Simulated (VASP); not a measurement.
# La2C (CdCl2 type) (R-3m) in VASP: single point with PBEsol

Aim: the single point of La2C (CdCl2 type) with PBEsol.

Program: VASP 6.6.1. These are calculated values, not measurements. Logs are shortened: lines on timing, memory, paths and dates and some standing lists are left out, and cuts for length are marked.

**1. The cell of the first run**

It takes space group R-3m (No. 166, trigonal). The conventional cell has a = 3.229 Å, b = 3.229 Å, c = 15.886 Å, α = 90.00°, β = 90.00°, γ = 120.00°. C (site symmetry -3m) has 6 La at 2.36 Å within 3.1 Å. La (site symmetry 3m) has 3 C at 2.36 Å and 3 La at 3.04 Å within 3.1 Å.

**2. Single point, PBEsol (15.94 Å³/atom)**

The input, INCAR:

```
PREC = Accurate
ENCUT = 520
EDIFF = 1E-6
ISMEAR = -1
SIGMA = 0.05
LREAL = False
LASPH = True
NELM = 80
ALGO = Normal
ISIF = 2
LWAVE = False
LCHARG = True
GGA = PS
LELF = True
LVHAR = True
NBANDS = 20
```

The input, KPOINTS:

```
regular mesh
0
Gamma
  11 11 11
```

The input, POSCAR:

```
La2C
1.0
    1.6143927788     -0.9320701054      5.2952693725
    0.0000000000      1.8641402108      5.2952693725
   -1.6143927788     -0.9320701054      5.2952693725
C La
1 2
Direct
    0.0000000000      0.0000000000      0.0000000000
    0.2423174200      0.2423174200      0.2423174200
    0.7576825800      0.7576825800      0.7576825800
```

Potentials or basis: VASP PAW PBE potentials, release 64 (C, La).

The run is started by

```sh
$ cat potpaw_PBE.64/C/POTCAR potpaw_PBE.64/La/POTCAR > POTCAR
$ mpirun -np 1 vasp_std > vasp.out
```

OUTCAR:

```text
PREC = Accurate
   ENCUT = 520
   EDIFF = 1E-6
   ISMEAR = -1
   LREAL = False
   LASPH = True
   NELM = 80
   ISIF = 2
   GGA = PS

 ion  position               nearest neighbor table
   1  0.000  0.000  0.000-   3 2.36   2 2.36   3 2.36   2 2.36   3 2.36   2 2.36
   2  0.242  0.242  0.242-   1 2.36   1 2.36   1 2.36   3 3.04   3 3.04   3 3.04   3 3.44   3 3.44
                             3 3.44
   3  0.758  0.758  0.758-   1 2.36   1 2.36   1 2.36   2 3.04   2 3.04   2 3.04   2 3.44   2 3.44
                             2 3.44

  LATTYP: Found a trigonal (rhomboedric) cell.
 ALAT       =     5.6138130048
 COS(alpha) =     0.8346011355

  Lattice vectors:

 A1 = (   1.6143927788,  -0.9320701054,   5.2952693725)
 A2 = (   0.0000000000,   1.8641402108,   5.2952693725)
 A3 = (  -1.6143927788,  -0.9320701054,   5.2952693725)

Analysis of symmetry for initial positions (statically):
=====================================================================
 Subroutine PRICEL returns:
 Original cell was already a primitive cell.

 Routine SETGRP: Setting up the symmetry group for a
 trigonal (rhombohedral) supercell.

 Subroutine GETGRP returns: Found 12 space group operations
 (whereof 12 operations were pure point group operations)
 out of a pool of 12 trial point group operations.

The static configuration has the point symmetry D_3d.

Analysis of symmetry for dynamics (positions and initial velocities):
=====================================================================
 Subroutine PRICEL returns:
 Original cell was already a primitive cell.

 Routine SETGRP: Setting up the symmetry group for a
 trigonal (rhombohedral) supercell.

 Subroutine GETGRP returns: Found 12 space group operations
 (whereof 12 operations were pure point group operations)
 out of a pool of 12 trial point group operations.

The dynamic configuration has the point symmetry D_3d.

 Subroutine INISYM returns: Found 12 space group operations
 (whereof 12 operations are pure point group operations),
 and found     1 'primitive' translations

----------------------------------------------------------------------------------------

                                     Primitive cell

  volume of cell :      47.8076

  direct lattice vectors                    reciprocal lattice vectors
     1.614392779 -0.932070105  5.295269372     0.309713972 -0.178813445  0.062949268
     0.000000000  1.864140211  5.295269372     0.000000000  0.357626890  0.062949268
[... 85 lines left out ...]
   ENCUT  =  520.0 eV  38.22 Ry    6.18 a.u.  10.44 10.44 10.44*2*pi/ulx,y,z
   NELM   =     80;   NELMIN=  2; NELMDL= -5     # of ELM steps
   EDIFF  = 0.1E-05   stopping-criterion for ELM
   LREAL  =      F    real-space projection
   EDIFFG = 0.1E-04   stopping-criterion for IOM
   NSW    =      0    number of steps for IOM
   IBRION =     -1    ionic relax: 0-MD 1-quasi-New 2-CG
   NFREE  =      0    steps in history (QN), initial steepest desc. (CG)
   ISIF   =      2    stress and relaxation
   ISYM   =      2    0-nonsym 1-usesym 2-fastsym
   POTIM  = 0.5000    time-step for ionic-motion
   TEBEG  =    0.0;   TEEND  =   0.0 temperature during run
   PSTRESS=    0.0 pullay stress
   NELECT =      26.0000    total number of electrons
   NUPDOWN=      -1.0000    fix difference up-down
   EMIN   =  10.00;   EMAX   =-10.00  energy-range for DOS
   EFERMI =   0.00;   METHOD = LEGACY
   ISMEAR =    -1;   SIGMA  =   0.05  broadening in eV -4-tet -1-fermi 0-gaus
   EFERMI_NEDOS =   21; number of points for ismear=-14 and -15
   IALGO  =     38    algorithm
   IMIX   =      4    mixing-type and parameters
     AMIX     =   0.40;   BMIX     =  1.00
     AMIX_MAG =   1.60;   BMIX_MAG =  1.00
  volume/ion in A,a.u.               =      15.94       107.54
  Fermi-wavevector in a.u.,A,eV,Ry     =   1.336289  2.525219 24.295476  1.785667
  Thomas-Fermi vector in A             =   2.464927
   LORBIT       =      0    0 simple, 1 ext, 2 COOP (PROOUT), +10 PAW based schemes
   GGA     = PS    functional components
   LHFCALC =     F    Hartree Fock is set to
   AEXX    =    0.0000 exact exchange contribution
   IVDW    =     0    specifies the selected vdW correction
   LEPSILON=     F    determine dielectric tensor
   LRPA    =     F    only Hartree local field effects (RPA)
 non-spin polarized calculation
  energy-cutoff  :      520.00
  volume of cell :       47.81
 maximum number of plane-waves:      1306
 NGX is ok and might be reduce to    42
   NGX = 21   NGY = 21   NGZ = 21

 number of electron      25.9999999 magnetization

 Free energy of the ion-electron system (eV)
  ---------------------------------------------------
  ext. energy  EPLUGINS =         0.00000000
  ---------------------------------------------------
  free energy    TOTEN  =       -18.40338778 eV

  energy without entropy =      -18.38739964  energy(sigma->0) =      -18.39539371

 E-fermi :  13.8295     XC(G=0): -12.3893

 val. band max:       13.8295181421   @ k =   0.1818   0.1818   0.0909
 cond. band min:      13.8339291597   @ k =   0.4545   0.4545   0.2727
 fundamental gap:      0.0044110176
 Fermi energy:        13.8295252626

 k-point     1 :       0.0000    0.0000    0.0000
  band No.  band energies     occupation
      1     -18.9286      2.00000
      2     -17.7045      2.00000
      3      -5.1012      2.00000
      4      -0.5836      2.00000
      5      -0.5836      2.00000
      6      -0.0231      2.00000
[... 541 lines left out ...]
     19      16.9547      0.00000
     20      17.1276      0.00000

 [... further k-points ...]

------------------------ aborting loop because EDIFF is reached ----------------------------------------

  FORCE on cell =-STRESS in cart. coord.  units (eV):
  Direction    XX          YY          ZZ          XY          YZ          ZX
  --------------------------------------------------------------------------------------
  -------------------------------------------------------------------------------------
  Total       11.9408476     11.9408476     11.8137179     -0.0000000     -0.0000000      0.0000000
  in kB      400.1737935    400.1737935    395.9132945     -0.0000000     -0.0000000      0.0000000
  external PRESSURE =     398.7536272 kB  Pullay stress =       0.0000000 kB

 VOLUME and BASIS-vectors are now :
 -----------------------------------------------------------------------------
  energy-cutoff  :      520.00
  volume of cell :       47.81
      direct lattice vectors                 reciprocal lattice vectors
     1.614392779 -0.932070105  5.295269372     0.309713972 -0.178813445  0.062949268
     0.000000000  1.864140211  5.295269372     0.000000000  0.357626890  0.062949268
    -1.614392779 -0.932070105  5.295269372    -0.309713972 -0.178813445  0.062949268

 POSITION                                       TOTAL-FORCE (eV/Angst)
 -----------------------------------------------------------------------------------
      0.00000      0.00000      0.00000         0.000000      0.000000      0.000000
      0.00000      0.00000      3.84941         0.000000     -0.000000      0.025787
      0.00000      0.00000     12.03640         0.000000     -0.000000     -0.025787
 -----------------------------------------------------------------------------------
    total drift:                                0.000000     -0.000000      0.000000

  FREE ENERGIE OF THE ION-ELECTRON SYSTEM (eV)
  ---------------------------------------------------
  free  energy   TOTEN  =       -18.4033877757 eV

  energy  without entropy=      -18.3873996436  energy(sigma->0) =      -18.39539371
```

stdout:

```text
POSCAR found type information on POSCAR C La
 POSCAR found :  2 types and       3 ions
 scaLAPACK will be used
 -----------------------------------------------------------------------------
|                                                                             |
|                                                                             |
|     You enforced a specific xc type in the INCAR file but a different       |
|     I HOPE YOU KNOW WHAT YOU ARE DOING!                                     |
|                                                                             |
 -----------------------------------------------------------------------------

 LDA part: xc-table for (Slater+PW92), standard interpolation
 POSCAR, INCAR and KPOINTS ok, starting setup
 FFT: planning ... GRIDC
 FFT: planning ... GRID_SOFT
 FFT: planning ... GRID
 WAVECAR not read
 entering main loop
```

Wall time 16 min (1 thread of Intel Xeon 8259CL, shared host); peak memory 0.37 GiB.

What came out:

```yaml
Free_energy: -18.4034 eV
Pressure: 39.9 GPa
Largest_force: 0.026 eV/Å
Band_gap_on_the_k_mesh: zero (bands 13 and 14 overlap by 1.36 eV)
```

Forces in eV/Å, atoms in the order of the input:
```
C    0.000  0.000  0.000
La   0.000  0.000  0.026
La   0.000  0.000 -0.026
```

Caveat: the cell stands under pressure; the PAW data sets were made with another functional, which shifts forces and pressure a little; spin-orbit coupling is left out, which moves the levels of the heavy elements.
